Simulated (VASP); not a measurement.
The system is HfH5.

```xyz
6
Lattice="7.6575 0.0000 0.0000 -3.8287 6.6315 0.0000 0.0000 0.0000 3.4726" Properties=species:S:1:pos:R:3 pbc="T T T"
Hf    0.0000    0.0000    0.0000
H     3.8287    2.2105    2.1120
H     3.8287    2.2105    1.3606
H     6.0634    0.9203    0.0000
H     3.8287    4.7910    0.0000
H     1.5940    0.9203    0.0000
```

The cell was built from a structure type or drawn by symmetry, and may not be a known phase.

| Quantity | Value |
| --- | --- |
| Program | VASP 6.6.1 |
| Task | relaxation of cell and atoms |
| Functional | PBE |
| Potentials or basis | VASP PAW PBE potentials, release 64 (Hf_pv, H) |
| Cutoff | 600 eV |
| k mesh | 3 × 3 × 6 |
| Occupations | gaussian, width 0.1 eV |
| Spin | no spin polarisation |

At the start: pressure -0.2 GPa; volume 29.39 Å³/atom.

How do energy, volume and symmetry change on relaxing?

Over 9 steps the energy falls by 3.0 meV/atom and the volume is 28.28 Å³/atom (-3.8 %); space group P-6m2 (No. 187, to 0.1 Å) before and after.

The path:
```tsv
step	energy change (eV)	largest force (eV/Å)	pressure (GPa)	volume (Å³)
1	0.0000	0.0384	-0.25	176.34
2	-0.0045	0.2725	-0.12	175.18
3	-0.0054	0.4857	-0.03	174.42
4	-0.0068	0.4561	-0.02	174.14
5	-0.0107	0.3697	0.01	173.30
6	-0.0161	0.2055	0.07	171.62
7	-0.0168	0.0906	0.23	168.25
8	-0.0183	0.0467	0.15	169.79
9	-0.0183	0.0384	0.16	169.70
```

Final structure:
```xyz
6
Lattice="7.6712 0.0000 0.0000 -3.8356 6.6435 0.0000 0.0000 0.0000 3.3299" Properties=species:S:1:pos:R:3 pbc="T T T"
Hf    0.0000    0.0000    0.0000
H     3.8356    2.2145    2.0394
H     3.8356    2.2145    1.2905
H     6.0814    0.9179    0.0000
H     3.8356    4.8077    0.0000
H     1.5898    0.9179    0.0000
```
